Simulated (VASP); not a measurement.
The system is Bi.

```
Bi
1.0
    -1.98143    1.98143    1.98143
     1.98143   -1.98143    1.98143
     1.98143    1.98143   -1.98143
Bi
1
Cartesian
  0.0000 0.0000 0.0000
```

* Program: VASP 6.6.1
* Task: relaxation of cell and atoms
* Functional: PBE
* Dispersion: D3(BJ)
* Potentials or basis: VASP PAW PBE potentials, release 64 (Bi_d)
* Cutoff: 600 eV
* k mesh: 9 × 9 × 9
* Occupations: fermi-dirac, width 0.05 eV
* Spin: no spin polarisation

At the start: pressure -1.7 GPa; volume 31.12 Å³/atom.

Q: Where does the relaxation end?

A: Over 3 steps the energy falls by 5.2 meV/atom and the volume is 30.17 Å³/atom (-3.1 %); space group Im-3m (No. 229, to 0.05 Å).

The path:
```csv
step,energy change (eV),largest force (eV/Å),pressure (GPa),volume (Å³)
1,0.0000,0.0000,-1.72,31.12
2,-0.0035,0.0000,1.05,29.64
3,-0.0052,0.0000,0.02,30.17
```

Final structure:
```
Bi
1.0
    -1.96103    1.96103    1.96103
     1.96103   -1.96103    1.96103
     1.96103    1.96103   -1.96103
Bi
1
Direct
  0.00000 0.00000 0.00000
```

Caveat: pairwise dispersion overbinds metals, which lowers pressure and volume.
